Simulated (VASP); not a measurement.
# Sc3B2N (I4/mmm) in VASP: notebook, part 3 of 3

VASP 6.6.1. The steps go on from the part before.

## 5. Relaxation of cell and atoms, PBE

File INCAR:

```
  ALGO = Normal
  EDIFF = 1E-6
  EDIFFG = -0.04
  ENCUT = 600
  GGA = PE
  IBRION = 2
  ISIF = 3
  ISMEAR = 0
  LASPH = T
  LCHARG = F
  LREAL = F
  LWAVE = F
  NELM = 100
  NSW = 90
  PREC = Accurate
  SIGMA = 0.1
```

File KPOINTS:

```
k-points
0
Gamma
  6 6 6
```

File POSCAR:

```
Sc3B2N
1.0
   -2.5384176800      2.5384176800      3.6603855400
    2.5384176800     -2.5384176800      3.6603855400
    2.5384176800      2.5384176800     -3.6603855400
Sc B N
3 2 1
Direct
    0.5000000000      0.0000000000      0.5000000000
    0.0000000000      0.5000000000      0.5000000000
    0.5000000000      0.5000000000      0.0000000000
    0.8242127600      0.8242127600      0.0000000000
    0.1757872400      0.1757872400      0.0000000000
    0.0000000000      0.0000000000      0.0000000000
```

Potentials or basis: VASP PAW PBE potentials, release 64 (Sc_sv, B, N).

Launch:

```sh
cat potpaw_PBE.64/Sc_sv/POTCAR potpaw_PBE.64/B/POTCAR potpaw_PBE.64/N/POTCAR > POTCAR
mpirun -np 1 vasp_std > vasp.out
```

OUTCAR:

```text
EDIFF = 1E-6
   EDIFFG = -0.04
   ENCUT = 600
   GGA = PE
   IBRION = 2
   ISIF = 3
   ISMEAR = 0
   LASPH = T
   LREAL = F
   NELM = 100
   NSW = 90
   PREC = Accurate

 ion  position               nearest neighbor table
   1  0.500  0.000  0.500-   3 2.54   6 2.54   3 2.54   6 2.54
   2  0.000  0.500  0.500-   3 2.54   6 2.54   6 2.54   3 2.54
   3  0.500  0.500  0.000-   4 2.37   5 2.37   1 2.54   2 2.54   1 2.54   2 2.54
   4  0.824  0.824  0.000-   6 1.29   3 2.37
   5  0.176  0.176  0.000-   6 1.29   3 2.37
   6  0.000  0.000  0.000-   4 1.29   5 1.29   1 2.54   2 2.54   2 2.54   1 2.54

  LATTYP: Found a body centered tetragonal cell.
 ALAT       =     5.0768353600
 C/A-ratio  =     1.4419949754

  Lattice vectors:

 A1 = (  -2.5384176800,   2.5384176800,   3.6603855400)
 A2 = (   2.5384176800,  -2.5384176800,   3.6603855400)
 A3 = (   2.5384176800,   2.5384176800,  -3.6603855400)

Analysis of symmetry for initial positions (statically):
=====================================================================
 Subroutine PRICEL returns:
 Original cell was already a primitive cell.

 Routine SETGRP: Setting up the symmetry group for a
 body centered tetragonal supercell.

 Subroutine GETGRP returns: Found 16 space group operations
 (whereof 16 operations were pure point group operations)
 out of a pool of 16 trial point group operations.

The static configuration has the point symmetry D_4h.

Analysis of symmetry for dynamics (positions and initial velocities):
=====================================================================
 Subroutine PRICEL returns:
 Original cell was already a primitive cell.

 Routine SETGRP: Setting up the symmetry group for a
 body centered tetragonal supercell.

 Subroutine GETGRP returns: Found 16 space group operations
 (whereof 16 operations were pure point group operations)
 out of a pool of 16 trial point group operations.

The dynamic configuration has the point symmetry D_4h.

[... 145 lines left out ...]

--------------------------------------- Ionic step        1  -------------------------------------------

 number of electron      43.9999997 magnetization

 Free energy of the ion-electron system (eV)
  ---------------------------------------------------
  ext. energy  EPLUGINS =         0.00000000
  ---------------------------------------------------
  free energy    TOTEN  =       -37.21693091 eV

  energy without entropy =      -37.19460432  energy(sigma->0) =      -37.20576761

------------------------ aborting loop because EDIFF is reached ----------------------------------------

  FORCE on cell =-STRESS in cart. coord.  units (eV):
  Direction    XX          YY          ZZ          XY          YZ          ZX
  --------------------------------------------------------------------------------------
  -------------------------------------------------------------------------------------
  Total        2.8583517      2.8583517      7.4345339      0.0000000     -0.0000000      0.0000000
  in kB       48.5415064     48.5415064    126.2557998      0.0000000     -0.0000000      0.0000000
  external PRESSURE =      74.4462709 kB  Pullay stress =       0.0000000 kB
[... 27 lines left out ...]
--------------------------------------- Ionic step        2  -------------------------------------------

 number of electron      44.0000004 magnetization

 E-fermi :   3.6573     XC(G=0):  -9.8772

 val. band max:        3.6349282877   @ k =  -0.3333   0.1667   0.0000
 cond. band min:       3.6617287629   @ k =  -0.1667   0.1667   0.1667
 fundamental gap:      0.0268004751
 Fermi energy:         3.6572633342

 k-point     1 :       0.0000    0.0000    0.0000
  band No.  band energies     occupation
      1     -46.1943      2.00000
      2     -46.1651      2.00000
      3     -44.5330      2.00000
      4     -25.1828      2.00000
      5     -25.1828      2.00000
      6     -24.8827      2.00000
[... 760 lines left out ...]
  FREE ENERGIE OF THE ION-ELECTRON SYSTEM (eV)
  ---------------------------------------------------
  free  energy   TOTEN  =       -37.6352400961 eV

  energy  without entropy=      -37.6114874332  energy(sigma->0) =      -37.62336376

[... ionic steps 4 to 9 ...]

--------------------------------------- Ionic step       10  -------------------------------------------

 number of electron      44.0000003 magnetization

------------------------ aborting loop because EDIFF is reached ----------------------------------------
[... 75 lines left out ...]
--------------------------------------- Ionic step       12  -------------------------------------------

 number of electron      44.0000003 magnetization

 Free energy of the ion-electron system (eV)
  ---------------------------------------------------
  ext. energy  EPLUGINS =         0.00000000
  ---------------------------------------------------
  free energy    TOTEN  =       -37.75430876 eV

  energy without entropy =      -37.72612584  energy(sigma->0) =      -37.74021730

 E-fermi :   4.0493     XC(G=0): -10.0180

 val. band max:        4.0236836594   @ k =  -0.3333  -0.3333   0.3333
 cond. band min:       4.0567181894   @ k =  -0.3333   0.1667   0.0000
 fundamental gap:      0.0330345300
 Fermi energy:         4.0493295764

 k-point     1 :       0.0000    0.0000    0.0000
  band No.  band energies     occupation
      1     -45.8386      2.00000
      2     -45.8110      2.00000
      3     -44.2240      2.00000
      4     -24.7839      2.00000
      5     -24.7839      2.00000
      6     -24.5288      2.00000
[... 720 lines left out ...]
  FREE ENERGIE OF THE ION-ELECTRON SYSTEM (eV)
  ---------------------------------------------------
  free  energy   TOTEN  =       -37.7543087629 eV

  energy  without entropy=      -37.7261258393  energy(sigma->0) =      -37.74021730

 reached required accuracy - stopping structural energy minimisation
```

OSZICAR:

```text
N       E                     dE             d eps       ncg     rms          rms(c)
DAV:   1     0.850365491244E+03    0.85037E+03   -0.21988E+04  1560   0.198E+03
DAV:   2     0.547502142255E+02   -0.79562E+03   -0.78945E+03  2208   0.749E+02
DAV:   3    -0.389080994039E+02   -0.93658E+02   -0.91985E+02  2668   0.307E+02
DAV:   4    -0.449568949677E+02   -0.60488E+01   -0.58463E+01  2624   0.643E+01
[... 120 lines left out ...]
DAV:   2    -0.377547681677E+02    0.14473E-02   -0.11570E-02  2560   0.130E+00    0.158E-01
DAV:   3    -0.377543934907E+02    0.37468E-03   -0.12677E-03  2484   0.337E-01    0.717E-02
DAV:   4    -0.377543125406E+02    0.80950E-04   -0.16473E-04  2574   0.131E-01    0.273E-02
DAV:   5    -0.377543091863E+02    0.33543E-05   -0.29426E-05  2282   0.404E-02    0.944E-03
DAV:   6    -0.377543087629E+02    0.42337E-06   -0.50767E-06  2036   0.221E-02
  12 F= -.37754309E+02 E0= -.37740217E+02  d E =-.465954E-03
```

CONTCAR:

```text
Sc3B2N
   1.00000000000000
    -2.6272976761430491    2.6272976761430491    3.6287241436666893
     2.6272976761430491   -2.6272976761430491    3.6287241436666893
     2.6272976761430491    2.6272976761430491   -3.6287241436666893
  Sc              B               N
     3     2     1
Direct
     0.5000000000000000    0.0000000000000000    0.5000000000000000
     0.0000000000000000    0.5000000000000000    0.5000000000000000
     0.5000000000000000    0.5000000000000000    0.0000000000000000
     0.8113194322598621    0.8113194322598621    0.0000000000000000
     0.1886805677401376    0.1886805677401376    0.0000000000000000
     0.0000000000000000    0.0000000000000000    0.0000000000000000

  0.00000000E+00  0.00000000E+00  0.00000000E+00
  0.00000000E+00  0.00000000E+00  0.00000000E+00
  0.00000000E+00  0.00000000E+00  0.00000000E+00
  0.00000000E+00  0.00000000E+00  0.00000000E+00
  0.00000000E+00  0.00000000E+00  0.00000000E+00
  0.00000000E+00  0.00000000E+00  0.00000000E+00
```

It took 24 min on 1 thread of Oxide Virtual Turin-like, shared host; peak memory 0.29 GiB.

Results:

* Free energy: -37.7543 eV
* Relaxed volume: 16.70 Å³/atom
* Relaxed cell: a = 5.194 Å, b = 5.194 Å, c = 5.194 Å, α = 119.22°, β = 119.22°, γ = 91.35°
* Space group after relaxing (to 0.1 Å): I4/mmm (No. 139)
* Energy gained by relaxing: 89.6 meV/atom
* Ionic steps: 12
* Pressure after relaxing: 0.0 GPa
* Largest force after relaxing: 0.004 eV/Å
* Band gap on the k mesh: zero (bands 22 and 23 overlap by 1.28 eV)

Forces in eV/Å, atoms in the order of the input:
```
Sc   0.000  0.000  0.000
Sc   0.000  0.000  0.000
Sc   0.000  0.000  0.000
B    0.000  0.000  0.004
B    0.000  0.000 -0.004
N    0.000  0.000  0.000
```

The path:
```tsv
step	energy change (eV)	largest force (eV/Å)	pressure (GPa)	volume (Å³)
1	0.0000	5.2306	7.44	94.34
2	0.9977	4.0872	-9.21	104.63
3	-0.4183	0.2028	-1.19	97.33
4	-0.4251	0.1481	-0.58	97.03
5	-0.4259	0.3253	-0.27	96.89
6	-0.5234	0.0747	1.10	97.05
7	-0.5240	0.1185	1.23	97.06
8	-0.5337	0.1298	0.51	98.60
9	-0.5369	0.1396	-0.12	100.04
10	-0.5369	0.1414	-0.17	100.17
11	-0.5354	0.2856	0.39	100.24
12	-0.5374	0.0043	0.01	100.19
```

Final structure:
```cif
data_structure
_symmetry_space_group_name_H-M 'P 1'
_symmetry_Int_Tables_number 1
_cell_length_a 5.1936
_cell_length_b 5.1936
_cell_length_c 5.1936
_cell_angle_alpha 119.221
_cell_angle_beta 119.221
_cell_angle_gamma 91.355
_cell_volume 100.19
loop_
_atom_site_label
_atom_site_type_symbol
_atom_site_fract_x
_atom_site_fract_y
_atom_site_fract_z
_atom_site_occupancy
Sc1 Sc 0.50000 0.00000 0.50000 1
Sc2 Sc 0.00000 0.50000 0.50000 1
Sc3 Sc 0.50000 0.50000 0.00000 1
B1 B 0.81132 0.81132 0.00000 1
B2 B 0.18868 0.18868 0.00000 1
N1 N 0.00000 0.00000 0.00000 1
```

## 6. Overview

| task | cell | k mesh | cutoff (eV) | gap on the mesh (eV) | pressure (GPa) |
| --- | --- | --- | --- | --- | --- |
| single point | a = 5.127 Å, angles 120.6, 120.6, 88.9°, 6 atoms, atomic positions A | 6 × 6 × 6 | 520 | none | 7.4 |
| single point | a = 5.186 Å, angles 119.3, 119.3, 91.2°, 6 atoms, atomic positions B | 6 × 6 × 6 | 520 | none | 0.2 |
| single point | a = 5.200 Å, angles 119.1, 119.1, 91.5°, 6 atoms, atomic positions C | 10 × 10 × 10 | 520 | none | 0.1 |
| relaxation of cell and atoms | relaxed from a = 5.127 Å, angles 120.6, 120.6, 88.9°, 6 atoms, atomic positions A | 6 × 6 × 6 | 600 | none | 0.0 |

Alike in all rows: level PBE; potentials or basis VASP PAW PBE potentials, release 64 (Sc_sv, B, N); no spin polarisation; smearing gaussian 0.1 eV.

Caveats: the stress differs along the axes, from 5 to 13 GPa (at least some runs); forces of over 1 eV/Å act on the atoms, so gaps and moduli don't describe the material at rest (at least some runs).

Total energies depend on the potentials used, so only differences within one code and one set of settings carry meaning.

The gap in the log of VASP goes by the Fermi energy; the results here count the filled bands.